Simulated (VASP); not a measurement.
**Al: single point with PBE+D3(BJ)**

Crystal: Al.

```xyz
1
Lattice="0.0000 1.9550 1.9550 1.9550 0.0000 1.9550 1.9550 1.9550 0.0000" Properties=species:S:1:pos:R:3 pbc="T T T"
Al    0.0000    0.0000    0.0000
```

```json
{"Program": "VASP 6.6.1", "Task": "single point", "Functional": "PBE", "Dispersion": "D3(BJ)", "Potentials or basis": "VASP PAW PBE potentials, release 64 (Al)", "Cutoff": "520 eV", "k mesh": "22 × 22 × 22", "Occupations": "gaussian, width 0.15 eV", "Spin": "no spin polarisation"}
```

| Quantity | Value |
| --- | --- |
| Pressure | 5.4 GPa |
| Band gap on the k mesh | zero (an odd number of electrons rules out a gap without spin polarisation) |
| Dispersion energy per atom | -0.373 eV |

Levels at points of the mesh, in eV from the Fermi level:
| k point | band 1 | band 2 | band 3 | band 4 | band 5 | band 6 |
| --- | --- | --- | --- | --- | --- | --- |
| (0.00, 0.00, 0.00) | -11.83 | 13.20 | 13.20 | 13.20 | 15.47 | 15.47 |
| (0.50, 0.00, 0.00) | -4.98 | -4.51 | 11.94 | 11.94 | 12.52 | 12.52 |
| (0.50, 0.50, 0.00) | -3.15 | -1.62 | 5.29 | 6.09 | 6.09 | 10.08 |

Run time: 15 s on 1 thread of Intel(R) Xeon(R) Platinum 8488C (Sapphire Rapids), on a shared host, peak memory 0.16 GiB.

Caveat: the cell stands under pressure.
